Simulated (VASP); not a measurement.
# NiO (Fm-3m) in VASP: single point with PBE

Aim: the single point of NiO with PBE.

Everything below comes from runs of VASP 6.6.1. Logs are shortened: lines on timing, memory, paths and dates and some standing lists are left out, and cuts for length are marked.

### 1 The cell of the first run

It takes space group Fm-3m (No. 225, cubic). Conventional cell: a = 4.216 Å, b = 4.216 Å, c = 4.216 Å, α = 90.00°, β = 90.00°, γ = 90.00°. Within 2.8 Å of Ni (site symmetry m-3m) lie 6 O at 2.11 Å. O (site symmetry m-3m) has 6 Ni at 2.11 Å within 2.8 Å.

### 2 Single point, PBE, collinear spin, ferromagnetic start

Input file INCAR:

```
PREC = Accurate ; ENCUT = 520
EDIFF = 1E-7 ; ISMEAR = 0
SIGMA = 0.1 ; LREAL = False
LASPH = True ; NELM = 150
ALGO = Normal ; ISIF = 2
LWAVE = False ; LCHARG = True
ISPIN = 2 ; MAGMOM = 1.64 0.34
LORBIT = 11 ; LMAXMIX = 4
GGA = PE ; LELF = True
LVHAR = True ; NBANDS = 19
```

Input file KPOINTS:

```
Automatic mesh
0
Gamma
  22 22 22
```

Input file POSCAR:

```
NiO
1.0
    0.0000000000      2.1081859437      2.1081859437
    2.1081859437      0.0000000000      2.1081859437
    2.1081859437      2.1081859437      0.0000000000
Ni O
1 1
Direct
    0.0000000000      0.0000000000      0.0000000000
    0.5000000000      0.5000000000      0.5000000000
```

Potentials or basis: VASP PAW PBE potentials, release 64 (Ni, O).

Launch:

```
> cat potpaw_PBE.64/Ni/POTCAR potpaw_PBE.64/O/POTCAR > POTCAR
> mpirun -np 1 vasp_std > vasp.out
```

OUTCAR:

```text
PREC = Accurate
   ENCUT = 520
   EDIFF = 1E-7
   ISMEAR = 0
   LREAL = False
   LASPH = True
   NELM = 150
   ISIF = 2
   ISPIN = 2
   LORBIT = 11
   GGA = PE

 ion  position               nearest neighbor table
   1  0.000  0.000  0.000-   2 2.11   2 2.11   2 2.11   2 2.11   2 2.11   2 2.11
   2  0.500  0.500  0.500-   1 2.11   1 2.11   1 2.11   1 2.11   1 2.11   1 2.11

  LATTYP: Found a face centered cubic cell.
 ALAT       =     4.2163718874

  Lattice vectors:

 A1 = (   0.0000000000,   2.1081859437,   2.1081859437)
 A2 = (   2.1081859437,   0.0000000000,   2.1081859437)
 A3 = (   2.1081859437,   2.1081859437,   0.0000000000)

Analysis of symmetry for initial positions (statically):
=====================================================================
 Subroutine PRICEL returns:
 Original cell was already a primitive cell.

 Routine SETGRP: Setting up the symmetry group for a
 face centered cubic supercell.

 Subroutine GETGRP returns: Found 48 space group operations
 (whereof 48 operations were pure point group operations)
 out of a pool of 48 trial point group operations.

The static configuration has the point symmetry O_h .

Analysis of symmetry for dynamics (positions and initial velocities):
=====================================================================
 Subroutine PRICEL returns:
 Original cell was already a primitive cell.

 Routine SETGRP: Setting up the symmetry group for a
 face centered cubic supercell.

 Subroutine GETGRP returns: Found 48 space group operations
 (whereof 48 operations were pure point group operations)
 out of a pool of 48 trial point group operations.

The dynamic configuration has the point symmetry O_h .

Analysis of structural, dynamic, and magnetic symmetry:
=====================================================================
 Subroutine PRICEL returns:
 Original cell was already a primitive cell.

 Routine SETGRP: Setting up the symmetry group for a
 face centered cubic supercell.

 Subroutine GETGRP returns: Found 48 space group operations
 (whereof 48 operations were pure point group operations)
 out of a pool of 48 trial point group operations.

The overall configuration has the point symmetry O_h .

 Subroutine INISYM returns: Found 48 space group operations
 (whereof 48 operations are pure point group operations),
 and found     1 'primitive' translations

----------------------------------------------------------------------------------------

                                     Primitive cell

  volume of cell :      18.7394

  direct lattice vectors                    reciprocal lattice vectors
     0.000000000  2.108185944  2.108185944    -0.237170730  0.237170730  0.237170730
     2.108185944  0.000000000  2.108185944     0.237170730 -0.237170730  0.237170730
     2.108185944  2.108185944  0.000000000     0.237170730  0.237170730 -0.237170730

  length of vectors
     2.981425154  2.981425154  2.981425154     0.410791755  0.410791755  0.410791755

  position of ions in fractional coordinates (direct lattice)
     0.000000000  0.000000000  0.000000000
     0.500000000  0.500000000  0.500000000

  ion indices of the primitive-cell ions
   primitive index   ion index
                 1           1
                 2           2

----------------------------------------------------------------------------------------

 KPOINTS: Automatic mesh

Automatic generation of k-mesh.
 Grid dimensions read from file:
 generate k-points for:   22   22   22

 Generating k-lattice:

  Cartesian coordinates                     Fractional coordinates (reciprocal lattice)
    -0.010780488  0.010780488  0.010780488     0.045454545  0.000000000  0.000000000
     0.010780488 -0.010780488  0.010780488     0.000000000  0.045454545  0.000000000
     0.010780488  0.010780488 -0.010780488     0.000000000  0.000000000  0.045454545

  Length of vectors
     0.018672353  0.018672353  0.018672353

  Shift w.r.t. Gamma in fractional coordinates (k-lattice)
     0.000000000  0.000000000  0.000000000

 Subroutine IBZKPT returns following result:
 ===========================================

 Found    328 irreducible k-points:

 Following reciprocal coordinates:
            Coordinates               Weight
  0.000000  0.000000  0.000000      1.000000
  0.045455  0.000000  0.000000      8.000000
  0.090909  0.000000  0.000000      8.000000
  0.136364  0.000000  0.000000      8.000000
  0.181818  0.000000  0.000000      8.000000
  0.227273  0.000000  0.000000      8.000000
[... 16 lines left out ...]
  0.500000  0.045455  0.000000     24.000000
 -0.454545  0.045455  0.000000     24.000000
 [... further k-points ...]
   k-points           NKPTS =    328   k-points in BZ     NKDIM =    328   number of bands    NBANDS=     19
   number of dos      NEDOS =    301   number of ions     NIONS =      2
   total plane-waves  NPLWV =  13824
   dimension x,y,z NGX =    24 NGY =   24 NGZ =   24
   dimension x,y,z NGXF=    48 NGYF=   48 NGZF=   48
   ions per type =               1   1
   NGX,Y,Z   is equivalent  to a cutoff of  13.38, 13.38, 13.38 a.u.
   NGXF,Y,Z  is equivalent  to a cutoff of  26.77, 26.77, 26.77 a.u.
 SYSTEM =  unknown system
   PREC   = accura    normal or accurate (medium, high low for compatibility)
   ISTART =      0    job   : 0-new  1-cont  2-samecut
   ICHARG =      2    charge: 1-file 2-atom 10-const
   ISPIN  =      2    spin polarized calculation?
   LNONCOLLINEAR =      F non collinear calculations
   LSORBIT =      F    spin-orbit coupling
   LASPH  =      T    aspherical Exc in radial PAW
   ENCUT  =  520.0 eV  38.22 Ry    6.18 a.u.   5.54  5.54  5.54*2*pi/ulx,y,z
   NELM   =    150;   NELMIN=  2; NELMDL= -5     # of ELM steps
   EDIFF  = 0.1E-06   stopping-criterion for ELM
   LREAL  =      F    real-space projection
   EDIFFG = 0.1E-05   stopping-criterion for IOM
   NSW    =      0    number of steps for IOM
   IBRION =     -1    ionic relax: 0-MD 1-quasi-New 2-CG
   NFREE  =      0    steps in history (QN), initial steepest desc. (CG)
   ISIF   =      2    stress and relaxation
   ISYM   =      2    0-nonsym 1-usesym 2-fastsym
   POTIM  = 0.5000    time-step for ionic-motion
   TEBEG  =    0.0;   TEEND  =   0.0 temperature during run
   PSTRESS=    0.0 pullay stress
   NELECT =      16.0000    total number of electrons
   NUPDOWN=      -1.0000    fix difference up-down
   EMIN   =  10.00;   EMAX   =-10.00  energy-range for DOS
   EFERMI =   0.00;   METHOD = LEGACY
   ISMEAR =     0;   SIGMA  =   0.10  broadening in eV -4-tet -1-fermi 0-gaus
   EFERMI_NEDOS =   21; number of points for ismear=-14 and -15
   IALGO  =     38    algorithm
   IMIX   =      4    mixing-type and parameters
     AMIX     =   0.40;   BMIX     =  1.00
     AMIX_MAG =   1.60;   BMIX_MAG =  1.00
  volume/ion in A,a.u.               =       9.37        63.23
  Fermi-wavevector in a.u.,A,eV,Ry     =   1.553087  2.934910 32.818350  2.412081
  Thomas-Fermi vector in A             =   2.657369
   LORBIT       =     11    0 simple, 1 ext, 2 COOP (PROOUT), +10 PAW based schemes
   GGA     = PE    functional components
   LHFCALC =     F    Hartree Fock is set to
   AEXX    =    0.0000 exact exchange contribution
   IVDW    =     0    specifies the selected vdW correction
   LEPSILON=     F    determine dielectric tensor
   LRPA    =     F    only Hartree local field effects (RPA)
 spin polarized calculation
 Gauss-broadening in eV      SIGMA  =   0.10
  energy-cutoff  :      520.00
  volume of cell :       18.74
 maximum number of plane-waves:       531
 NGX is ok and might be reduce to    24
   NGX = 11   NGY = 11   NGZ = 11

 number of electron      16.0000014 magnetization       1.7711472

 Free energy of the ion-electron system (eV)
  ---------------------------------------------------
  ext. energy  EPLUGINS =         0.00000000
  ---------------------------------------------------
  free energy    TOTEN  =       -11.48202827 eV

  energy without entropy =      -11.47629882  energy(sigma->0) =      -11.47916354

 E-fermi :   7.4779     XC(G=0): -12.5134

 val. band max:        7.4745606185   @ k =   0.3182   0.2273   0.0000
 cond. band min:       7.4798361998   @ k =   0.3636   0.2727   0.0455
 fundamental gap:      0.0052755812
 Fermi energy:         7.4778699930

 spin component 1

 k-point     1 :       0.0000    0.0000    0.0000
  band No.  band energies     occupation
      1     -12.6122      1.00000
      2       4.3735      1.00000
      3       4.3735      1.00000
      4       4.6122      1.00000
      5       4.6122      1.00000
      6       4.6122      1.00000
[... 11 lines left out ...]
     18      33.0482      0.00000
     19      33.0483      0.00000
[... 485 lines left out ...]
 k-point    24 :      -0.4545    0.0455    0.0000
  band No.  band energies     occupation
      1     -11.3215      1.00000
      2      -0.4000      1.00000
      3       1.7652      1.00000
      4       1.7761      1.00000
      5       5.5161      1.00000
      6       5.5237      1.00000
[... 11 lines left out ...]
     18      35.9194      0.00000
     19      36.3432      0.00000

 [... further k-points ...]

 spin component 2

 k-point     1 :       0.0000    0.0000    0.0000
  band No.  band energies     occupation
      1     -12.1676      1.00000
      2       5.1237      1.00000
      3       5.1237      1.00000
      4       5.1237      1.00000
      5       5.7054      1.00000
      6       5.7056      1.00000
[... 11 lines left out ...]
     18      33.6457      0.00000
     19      33.6460      0.00000
[... 485 lines left out ...]
 k-point    24 :      -0.4545    0.0455    0.0000
  band No.  band energies     occupation
      1     -10.8290      1.00000
      2      -0.0247      1.00000
      3       2.8774      1.00000
      4       2.8960      1.00000
      5       6.5313      1.00000
      6       6.5511      1.00000
[... 11 lines left out ...]
     18      36.2262      0.00000
     19      36.6830      0.00000

 [... further k-points ...]

------------------------ aborting loop because EDIFF is reached ----------------------------------------

  FORCE on cell =-STRESS in cart. coord.  units (eV):
  Direction    XX          YY          ZZ          XY          YZ          ZX
  --------------------------------------------------------------------------------------
  -------------------------------------------------------------------------------------
  Total       -0.0469409     -0.0469409     -0.0469409      0.0000000      0.0000000     -0.0000000
  in kB       -4.0133332     -4.0133332     -4.0133332      0.0000000      0.0000000     -0.0000000
  external PRESSURE =      -4.0133332 kB  Pullay stress =       0.0000000 kB

 VOLUME and BASIS-vectors are now :
 -----------------------------------------------------------------------------
  energy-cutoff  :      520.00
  volume of cell :       18.74
      direct lattice vectors                 reciprocal lattice vectors
     0.000000000  2.108185944  2.108185944    -0.237170730  0.237170730  0.237170730
     2.108185944  0.000000000  2.108185944     0.237170730 -0.237170730  0.237170730
     2.108185944  2.108185944  0.000000000     0.237170730  0.237170730 -0.237170730

 POSITION                                       TOTAL-FORCE (eV/Angst)
 -----------------------------------------------------------------------------------
      0.00000      0.00000      0.00000        -0.000000     -0.000000     -0.000000
      2.10819      2.10819      2.10819         0.000000      0.000000      0.000000
 -----------------------------------------------------------------------------------
    total drift:                                0.000000     -0.000000     -0.000000

  FREE ENERGIE OF THE ION-ELECTRON SYSTEM (eV)
  ---------------------------------------------------
  free  energy   TOTEN  =       -11.4820282678 eV

  energy  without entropy=      -11.4762988191  energy(sigma->0) =      -11.47916354

 total charge

# of ion       s       p       d       tot
------------------------------------------
    1        0.323   0.383   8.227   8.934
    2        1.557   3.409   0.000   4.966
--------------------------------------------------
tot          1.880   3.793   8.227  13.900

 magnetization (x)

# of ion       s       p       d       tot
------------------------------------------
    1        0.011   0.015   1.430   1.455
    2        0.027   0.244   0.000   0.271
--------------------------------------------------
tot          0.038   0.258   1.430   1.726
```

Wall time 10 min (1 thread of AMD EPYC 7R13, shared host); peak memory 0.26 GiB.

Results:

```
Free energy                                           : -11.4820 eV
Pressure                                              : -0.4 GPa
Net moment                                            : 1.77 μB per cell
Site moments                                          : Ni +1.46; O +0.27 μB
Valence electrons inside the program's atomic spheres : Ni 8.93; O 4.97
```

Caveat: a cell with one magnetic atom can't hold antiferromagnetic order, which such compounds often take; semilocal functionals often make such compounds metallic where correlation or magnetic order opens a gap, which also shifts bond lengths.
